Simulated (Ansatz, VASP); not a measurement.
**Two plane-wave programs on GaN**

```xyz
2
Lattice="0.0000 2.2489 2.2489 2.2489 0.0000 2.2489 2.2489 2.2489 0.0000" Properties=species:S:1:pos:R:3 pbc="T T T"
Ga    0.0000    0.0000    0.0000
N     3.3301    3.4167    3.4167
```

Change from the starting cell: all N atoms moved -0.075 Å, as atom 2 towards its neighbour atom 1 (Ga) at 1.948 Å.

Alike in both runs: task single point; functional r2SCAN; k mesh 10 × 10 × 10; occupations gaussian, width 0.05 eV; no spin polarisation.

|  | VASP | Ansatz |
| --- | --- | --- |
| version | VASP 6.6.1 | Ansatz 0.2.0 |
| potentials or method | VASP PAW PBE potentials, release 64 (Ga_d, N), cutoff 520 eV | scalar-relativistic, plane waves, PAW |
| valence electrons in the cell | 18 | 18 |

```tsv
	VASP	Ansatz	Ansatz less VASP
gap on the k mesh at the Fermi level (eV)	2.01	2.02	+0.006
least direct gap on the mesh (eV)	2.01	2.02	+0.006
pressure (GPa)	1.6	0.5	-1.06
traceless stress, the component that is largest in VASP (GPa)	2.25	2.09	-0.158
rms of the force components (eV/Å)	0.471	0.457	-0.0139
```

VASP's potentials were made for PBE, not for r2SCAN. Atom by atom the forces differ by 0.014 eV/Å (rms over components). The functional is the same, so the differences come from potentials, cutoffs and numerics.
